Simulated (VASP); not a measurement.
## Au: single point with PBE

Au:

```xyz
1
Lattice="0.0000 2.0453 2.0453 2.0453 0.0000 2.0453 2.0453 2.0453 0.0000" Properties=species:S:1:pos:R:3 pbc="T T T"
Au    0.0000    0.0000    0.0000
```

```yaml
Program: VASP 6.6.1
Task: single point
Functional: PBE
Potentials_or_basis: VASP PAW PBE potentials, release 64 (Au)
Cutoff: 520 eV
k_mesh: 18 × 18 × 18
Occupations: gaussian, width 0.1 eV
Spin: no spin polarisation
Dipole_correction: no
Further_INCAR_settings: ALGO = Fast; EDIFF = 1e-06; NBANDS = 12
```

The pressure is 7.8 GPa.

Levels at points of the mesh, in eV from the Fermi level:
```csv
k point,band 2,band 3,band 4,band 5,band 6,band 7,band 8,band 9,band 10,band 11
"(0.00, 0.00, 0.00)",-4.65,-4.65,-4.65,-3.14,-3.14,14.55,18.53,18.53,18.53,23.42
"(0.50, 0.00, 0.00)",-4.68,-4.68,-1.95,-1.95,-0.92,3.07,14.00,17.13,17.13,24.89
"(0.50, 0.50, 0.00)",-6.69,-2.00,-1.63,-1.63,1.06,5.76,10.02,10.02,17.19,19.78
```

Run time: 15 s on 1 thread of Intel(R) Xeon(R) 6975P-C (Granite Rapids), on a shared host, peak memory 0.17 GiB.

Caveat: spin-orbit coupling is left out, which moves the levels of the heavy elements.
